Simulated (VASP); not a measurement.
Set up this calculation in VASP 6.6.1, as the native input.

```yaml
Task: single point
Functional: PBE
Potentials_or_basis: VASP PAW PBE potentials, release 64 (Ge_d)
Cutoff: 520 eV
k_mesh: 14 × 14 × 14
Occupations: gaussian, width 0.05 eV
Spin: no spin polarisation
Dipole_correction: no
Further_INCAR_settings: ALGO = Normal; EDIFF = 1e-06; NBANDS = 21
```

The structure of Ge lies in POSCAR:

```
Ge
1.0
    0.0000000000      2.8804002353      2.8804002353
    2.8804002353      0.0000000000      2.8804002353
    2.8804002353      2.8804002353      0.0000000000
Ge
2
Direct
    0.5000000000      0.5000000000      0.5000000000
    0.7500000000      0.7500000000      0.7500000000
```

These files were run (other wordings do the same):

INCAR

```
SYSTEM = Ge
  PREC = Accurate
  ENCUT = 520
  EDIFF = 1E-6
  ISMEAR = 0
  SIGMA = 0.05
  LREAL = .FALSE.
  LASPH = .TRUE.
  NELM = 100
  ALGO = Normal
  ISIF = 2
  LWAVE = .FALSE.
  LCHARG = .FALSE.
  GGA = PE
  NBANDS = 21
```

KPOINTS

```
Automatic mesh
0
G
  14 14 14
  0 0 0
```

Potentials or basis: VASP PAW PBE potentials, release 64 (Ge_d).

Command:

```bash
$ cat potpaw_PBE.64/Ge_d/POTCAR > POTCAR
$ mpirun -np 1 vasp_std > vasp.out
```

Results of the run:

| Quantity | Value |
| --- | --- |
| Pressure | -0.1 GPa |
| Band gap on the k mesh | zero (filled and empty bands touch) |

Run time: 57 s on 1 thread of Intel(R) Xeon(R) Platinum 8375C CPU @ 2.90GHz (Ice Lake), with other jobs on the host, peak memory 0.22 GiB.
